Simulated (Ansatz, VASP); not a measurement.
One calculation of OsC6, two programs

```xyz
7
Lattice="0.0000 3.2015 3.2015 3.2015 0.0000 3.2015 3.2015 3.2015 0.0000" Properties=species:S:1:pos:R:3 pbc="T T T"
Os    0.0000    0.0000    0.0000
C     4.3397    3.2015    3.2015
C     2.0633    3.2015    3.2015
C     3.2015    4.3397    3.2015
C     3.2015    2.0633    3.2015
C     3.2015    3.2015    4.3397
C     3.2015    3.2015    2.0633
```

Alike in both runs: functional PBE; k mesh 4 × 4 × 4; occupations gaussian, width 0.1 eV; no spin polarisation.

Ansatz relaxed the structure, and its values are those at the end. VASP's run is a single point on that final structure, the one shown.

|  | VASP | Ansatz |
| --- | --- | --- |
| version | VASP 6.6.1 | Ansatz 0.2.0 |
| potentials or method | VASP PAW PBE potentials, release 64 (Os_sv_GW, C_h), cutoff 1300 eV | scalar-relativistic, plane waves, PAW |
| valence electrons in the cell | 40 | 40 |

Ansatz gave:

- gap on the k mesh at the Fermi level (eV): 0.92
- least direct gap on the mesh (eV): 0.92
- pressure (GPa): 0.0
- rms of the force components (eV/Å): 0.000

Task: Estimate VASP's values.

Result: gap on the k mesh at the Fermi level (eV): 0.92; least direct gap on the mesh (eV): 0.92; pressure (GPa): 0.0; rms of the force components (eV/Å): 0.009.

With one functional, cell and mesh, what is left measures potentials, basis and numerics.

The k mesh is coarse, so the values compare programs but aren't converged. Neither program's run includes spin-orbit coupling.
